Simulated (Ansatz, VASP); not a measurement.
## Bi3O: VASP beside Ansatz

```
Bi O
1.0
     1.76866    1.02113    9.01799
    -1.76866    1.02113    9.01799
     0.00000   -2.04227    9.01799
Bi O
3 1
Direct
  0.27147 0.27147 0.27147
  0.50000 0.50000 0.50000
  0.72853 0.72853 0.72853
  0.00000 0.00000 0.00000
```

Change from the starting cell: species swapped into the ZnCu3 type (R-3m, No. 166).

Alike in both runs: functional PBE; k mesh 7 × 7 × 7; occupations gaussian, width 0.2 eV; no spin polarisation.

Ansatz relaxed the structure, and its values are those at the end. VASP's run is a single point on that final structure, the one shown.

```csv
,VASP,Ansatz
version,VASP 6.6.1,Ansatz 0.2.0
potentials or method,"VASP PAW PBE potentials, release 64 (Bi_d, O), cutoff 520 eV","scalar-relativistic, plane waves, PAW"
valence electrons in the cell,51,51
```

VASP gave:

```
gap on the k mesh at the Fermi level (eV) : none
pressure (GPa)                            : 0.5
```

Which values does Ansatz return?

gap on the k mesh at the Fermi level (eV): none; pressure (GPa): 0.6.

A gap of «none» marks a metal or a gap that the smearing closes.

Neither program's run includes spin-orbit coupling.
